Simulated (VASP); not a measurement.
# Sb (I4_1/amd) in VASP: further runs

Sb is run at these levels: PBE; tasks: single point.

Everything below comes from runs of VASP 6.6.1. Logs are shortened: lines on timing, memory, paths and dates and some standing lists are left out, and cuts for length are marked.

**1. The cell of the first run**

Symmetry: I4_1/amd, No. 141, tetragonal system. The conventional cell has a = 6.090 Å, b = 6.090 Å, c = 3.178 Å, α = 90.00°, β = 90.00°, γ = 90.00°. Sb (site symmetry -4m2) has 10 Sb at 3.15 to 3.87 Å within 4.1 Å.

**2. Single point, PBE**

The input, INCAR:

```
PREC = Accurate ; ENCUT = 520
EDIFF = 1E-6 ; ISMEAR = -1
SIGMA = 0.08 ; LREAL = F
LASPH = T ; NELM = 80
ALGO = Normal ; ISIF = 2
LWAVE = F ; LCHARG = F
GGA = PE ; NBANDS = 12
```

The input, KPOINTS:

```
Automatic mesh
0
Gamma
  13 13 13
```

The input, POSCAR:

```
Sb
1.0
   -3.0452287172      3.0452287172      1.5890701564
    3.0452287172     -3.0452287172      1.5890701564
    3.0452287172      3.0452287172     -1.5890701564
Sb
2
Direct
   -0.3750000000     -0.1250000000     -0.2500000000
    0.3750000000      0.1250000000      0.2500000000
```

Potentials or basis: VASP PAW PBE potentials, release 64 (Sb).

Run with:

```sh
cat potpaw_PBE.64/Sb/POTCAR > POTCAR
mpirun -np 1 vasp_std > vasp.out
```

OUTCAR:

```text
PREC = Accurate
   ENCUT = 520
   EDIFF = 1E-6
   ISMEAR = -1
   LREAL = F
   LASPH = T
   NELM = 80
   ISIF = 2
   GGA = PE

 ion  position               nearest neighbor table
   1  0.625  0.875  0.750-   2 3.15   2 3.15   2 3.15   2 3.15
   2  0.375  0.125  0.250-   1 3.15   1 3.15   1 3.15   1 3.15

  LATTYP: Found a body centered tetragonal cell.
 ALAT       =     6.0904574344
 C/A-ratio  =     0.5218229250

  Lattice vectors:

 A1 = (  -3.0452287172,   3.0452287172,   1.5890701564)
 A2 = (   3.0452287172,  -3.0452287172,   1.5890701564)
 A3 = (   3.0452287172,   3.0452287172,  -1.5890701564)

Analysis of symmetry for initial positions (statically):
=====================================================================
 Subroutine PRICEL returns:
 Original cell was already a primitive cell.

 Routine SETGRP: Setting up the symmetry group for a
 body centered tetragonal supercell.

 Subroutine GETGRP returns: Found 16 space group operations
 (whereof  4 operations were pure point group operations)
 out of a pool of 16 trial point group operations.

The static configuration has the point symmetry C_2h.
 The point group associated with its full space group is D_4h.

Analysis of symmetry for dynamics (positions and initial velocities):
=====================================================================
 Subroutine PRICEL returns:
 Original cell was already a primitive cell.

 Routine SETGRP: Setting up the symmetry group for a
 body centered tetragonal supercell.

 Subroutine GETGRP returns: Found 16 space group operations
 (whereof  4 operations were pure point group operations)
 out of a pool of 16 trial point group operations.

The dynamic configuration has the point symmetry C_2h.
 The point group associated with its full space group is D_4h.

 Subroutine INISYM returns: Found 16 space group operations
 (whereof  4 operations are pure point group operations),
 and found     1 'primitive' translations

----------------------------------------------------------------------------------------

                                     Primitive cell

  volume of cell :      58.9444

  direct lattice vectors                    reciprocal lattice vectors
    -3.045228717  3.045228717  1.589070156     0.000000000  0.164191280  0.314649418
     3.045228717 -3.045228717  1.589070156     0.164191280  0.000000000  0.314649418
     3.045228717  3.045228717 -1.589070156     0.164191280  0.164191280  0.000000000

  length of vectors
     4.590422621  4.590422621  4.590422621     0.354912711  0.354912711  0.232201535

  position of ions in fractional coordinates (direct lattice)
     0.625000000  0.875000000  0.750000000
     0.375000000  0.125000000  0.250000000

  ion indices of the primitive-cell ions
   primitive index   ion index
                 1           1
                 2           2

----------------------------------------------------------------------------------------

 KPOINTS: Automatic mesh

Automatic generation of k-mesh.
 Grid dimensions read from file:
 generate k-points for:   13   13   13

 Generating k-lattice:

  Cartesian coordinates                     Fractional coordinates (reciprocal lattice)
     0.000000000  0.012630098  0.024203801     0.076923077 -0.000000000  0.000000000
     0.012630098  0.000000000  0.024203801    -0.000000000  0.076923077  0.000000000
     0.012630098  0.012630098  0.000000000     0.000000000  0.000000000  0.076923077

  Length of vectors
     0.027300978  0.027300978  0.017861657

  Shift w.r.t. Gamma in fractional coordinates (k-lattice)
     0.000000000  0.000000000  0.000000000

 Subroutine IBZKPT returns following result:
 ===========================================

 Found    196 irreducible k-points:

 Following reciprocal coordinates:
            Coordinates               Weight
  0.000000  0.000000  0.000000      1.000000
  0.076923  0.000000 -0.000000      8.000000
  0.153846 -0.000000  0.000000      8.000000
  0.230769 -0.000000  0.000000      8.000000
  0.307692 -0.000000  0.000000      8.000000
  0.384615 -0.000000  0.000000      8.000000
[... 16 lines left out ...]
  0.384615  0.153846  0.000000     16.000000
  0.461538  0.153846  0.000000     16.000000
 [... further k-points ...]
   k-points           NKPTS =    196   k-points in BZ     NKDIM =    196   number of bands    NBANDS=     12
   number of dos      NEDOS =    301   number of ions     NIONS =      2
   total plane-waves  NPLWV =  46656
   dimension x,y,z NGX =    36 NGY =   36 NGZ =   36
   dimension x,y,z NGXF=    72 NGYF=   72 NGZF=   72
   ions per type =               2
   NGX,Y,Z   is equivalent  to a cutoff of  13.04, 13.04, 13.04 a.u.
   NGXF,Y,Z  is equivalent  to a cutoff of  26.08, 26.08, 26.08 a.u.
 SYSTEM =  unknown system
   PREC   = accura    normal or accurate (medium, high low for compatibility)
   ISTART =      0    job   : 0-new  1-cont  2-samecut
   ICHARG =      2    charge: 1-file 2-atom 10-const
   ISPIN  =      1    spin polarized calculation?
   LNONCOLLINEAR =      F non collinear calculations
   LSORBIT =      F    spin-orbit coupling
   LASPH  =      T    aspherical Exc in radial PAW
   ENCUT  =  520.0 eV  38.22 Ry    6.18 a.u.   8.54  8.54  8.54*2*pi/ulx,y,z
   NELM   =     80;   NELMIN=  2; NELMDL= -5     # of ELM steps
   EDIFF  = 0.1E-05   stopping-criterion for ELM
   LREAL  =      F    real-space projection
   EDIFFG = 0.1E-04   stopping-criterion for IOM
   NSW    =      0    number of steps for IOM
   IBRION =     -1    ionic relax: 0-MD 1-quasi-New 2-CG
   NFREE  =      0    steps in history (QN), initial steepest desc. (CG)
   ISIF   =      2    stress and relaxation
   ISYM   =      2    0-nonsym 1-usesym 2-fastsym
   POTIM  = 0.5000    time-step for ionic-motion
   TEBEG  =    0.0;   TEEND  =   0.0 temperature during run
   PSTRESS=    0.0 pullay stress
   NELECT =      10.0000    total number of electrons
   NUPDOWN=      -1.0000    fix difference up-down
   EMIN   =  10.00;   EMAX   =-10.00  energy-range for DOS
   EFERMI =   0.00;   METHOD = LEGACY
   ISMEAR =    -1;   SIGMA  =   0.08  broadening in eV -4-tet -1-fermi 0-gaus
   EFERMI_NEDOS =   21; number of points for ismear=-14 and -15
   IALGO  =     38    algorithm
   IMIX   =      4    mixing-type and parameters
     AMIX     =   0.40;   BMIX     =  1.00
     AMIX_MAG =   1.60;   BMIX_MAG =  1.00
  volume/ion in A,a.u.               =      29.47       198.89
  Fermi-wavevector in a.u.,A,eV,Ry     =   0.906276  1.712614 11.174960  0.821336
  Thomas-Fermi vector in A             =   2.029944
   LORBIT       =      0    0 simple, 1 ext, 2 COOP (PROOUT), +10 PAW based schemes
   GGA     = PE    functional components
   LHFCALC =     F    Hartree Fock is set to
   AEXX    =    0.0000 exact exchange contribution
   IVDW    =     0    specifies the selected vdW correction
   LEPSILON=     F    determine dielectric tensor
   LRPA    =     F    only Hartree local field effects (RPA)
 non-spin polarized calculation
  energy-cutoff  :      520.00
  volume of cell :       58.94
 maximum number of plane-waves:      1609
 NGX is ok and might be reduce to    36
   NGX = 17   NGY = 17   NGZ = 17

 number of electron      10.0000001 magnetization

 Free energy of the ion-electron system (eV)
  ---------------------------------------------------
  ext. energy  EPLUGINS =         0.00000000
  ---------------------------------------------------
  free energy    TOTEN  =        -8.04919395 eV

  energy without entropy =       -8.02765744  energy(sigma->0) =       -8.03842569

 E-fermi :   7.3768     XC(G=0):  -9.7389

 val. band max:        7.3567673993   @ k =  -0.2308   0.3077   0.1538
 cond. band min:       7.3879106926   @ k =   0.4615   0.3077   0.0000
 fundamental gap:      0.0311432933
 Fermi energy:         7.3768341441

 k-point     1 :       0.0000    0.0000    0.0000
  band No.  band energies     occupation
      1      -5.0587      2.00000
      2       0.1823      2.00000
      3       3.9587      2.00000
      4       3.9587      2.00000
      5       9.5726      0.00000
      6      10.7614      0.00000
      7      10.7614      0.00000
      8      11.8906      0.00000
      9      12.0088      0.00000
     10      14.8093      0.00000
     11      15.4481      0.00000
     12      16.5614      0.00000

 k-point     2 :       0.0769    0.0000   -0.0000
  band No.  band energies     occupation
      1      -4.9509      2.00000
      2       0.1685      2.00000
      3       3.9847      2.00000
      4       4.1761      2.00000
      5       9.7471      0.00000
      6      10.3956      0.00000
      7      10.7952      0.00000
      8      11.1071      0.00000
      9      11.1326      0.00000
     10      14.9081      0.00000
     11      15.6583      0.00000
     12      16.2241      0.00000

 k-point     3 :       0.1538   -0.0000    0.0000
  band No.  band energies     occupation
      1      -4.6292      2.00000
      2       0.1594      2.00000
      3       4.0706      2.00000
      4       4.7779      2.00000
      5       8.9962      0.00000
      6       9.4773      0.00000
      7      10.1509      0.00000
      8      10.2358      0.00000
      9      10.8393      0.00000
     10      14.5569      0.00000
     11      14.8467      0.00000
     12      15.4521      0.00000
[... 286 lines left out ...]
 k-point    23 :       0.3846    0.1538    0.0000
  band No.  band energies     occupation
      1      -1.4875      2.00000
      2      -0.0916      2.00000
      3       2.6479      2.00000
      4       4.3288      2.00000
      5       5.4070      2.00000
      6       7.1441      1.89662
      7       9.1857      0.00000
      8      10.0071      0.00000
      9      12.9402      0.00000
     10      14.1716      0.00000
     11      14.6991      0.00000
     12      16.2393      0.00000

 k-point    24 :       0.4615    0.1538    0.0000
  band No.  band energies     occupation
      1      -2.0192      2.00000
      2      -0.3438      2.00000
      3       3.1912      2.00000
      4       4.8549      2.00000
      5       5.2821      2.00000
      6       7.2745      1.56482
      7       9.5321      0.00000
      8       9.7006      0.00000
      9      13.5400      0.00000
     10      13.9109      0.00000
     11      14.7948      0.00000
     12      15.9083      0.00000

 [... further k-points ...]
[... 5 lines left out ...]
  --------------------------------------------------------------------------------------
  -------------------------------------------------------------------------------------
  Total        0.0198709      0.0198709      0.0186782      0.0000000      0.0000000      0.0000000
  in kB        0.5401138      0.5401138      0.5076944      0.0000000      0.0000000      0.0000000
  external PRESSURE =       0.5293073 kB  Pullay stress =       0.0000000 kB

 VOLUME and BASIS-vectors are now :
 -----------------------------------------------------------------------------
  energy-cutoff  :      520.00
  volume of cell :       58.94
      direct lattice vectors                 reciprocal lattice vectors
    -3.045228717  3.045228717  1.589070156     0.000000000  0.164191280  0.314649418
     3.045228717 -3.045228717  1.589070156     0.164191280  0.000000000  0.314649418
     3.045228717  3.045228717 -1.589070156     0.164191280  0.164191280  0.000000000

 POSITION                                       TOTAL-FORCE (eV/Angst)
 -----------------------------------------------------------------------------------
      3.04523      1.52261      1.19180         0.000000     -0.000000     -0.000000
      0.00000      1.52261      0.39727        -0.000000      0.000000      0.000000
 -----------------------------------------------------------------------------------
    total drift:                               -0.000000     -0.000000      0.000000

  FREE ENERGIE OF THE ION-ELECTRON SYSTEM (eV)
  ---------------------------------------------------
  free  energy   TOTEN  =        -8.0491939456 eV

  energy  without entropy=       -8.0276574390  energy(sigma->0) =       -8.03842569
```

Run time: 54 s. Hardware: 1 thread of Intel Xeon 6975P-C (Granite Rapids), shared host; peak memory 0.27 GiB.

What came out:

- Free energy: -8.0492 eV
- Pressure: 0.1 GPa
- Band gap on the k mesh: zero (bands 5 and 6 overlap by 5.87 eV)

Levels at points of the mesh, in eV from the Fermi level:
```csv
k point,band 2,band 3,band 4,band 5,band 6,band 7,band 8,band 9
"(0.00, 0.00, 0.00)",-7.19,-3.42,-3.42,2.20,3.38,3.38,4.51,4.63
```

Caveat: spin-orbit coupling is left out, which moves the levels of the heavy elements.

**3. Single point, PBE**

The input, INCAR:

```
SYSTEM = Sb
PREC = Accurate
ENCUT = 520
EDIFF = 1E-7
ISMEAR = -1
SIGMA = 0.08
LREAL = .False.
LASPH = .True.
NELM = 100
ALGO = Normal
ISIF = 2
LWAVE = .False.
LCHARG = .False.
GGA = PE
NBANDS = 12
```

The input, KPOINTS:

```
Automatic mesh
0
Gamma
  13 13 13
  0 0 0
```

POSCAR is that of step 2.

Potentials or basis: VASP PAW PBE potentials, release 64 (Sb).

Run with:

```sh
cat potpaw_PBE.64/Sb/POTCAR > POTCAR
mpirun -np 1 vasp_std > vasp.out
```

It took 65 s on 1 thread of Intel Xeon 6975P-C (Granite Rapids), shared host; peak memory 0.26 GiB.

The run converged. Its results:

* Free energy: -8.0492 eV
* Pressure: 0.1 GPa
* Band gap on the k mesh: zero (bands 5 and 6 overlap by 5.87 eV)

Levels at points of the mesh, in eV from the Fermi level:
```
           k point  band 3  band 4  band 5  band 6  band 7  band 8
(0.00, 0.00, 0.00)   -3.42   -3.42    2.20    3.38    3.38    4.51
```

Caveat: spin-orbit coupling is left out, which moves the levels of the heavy elements.
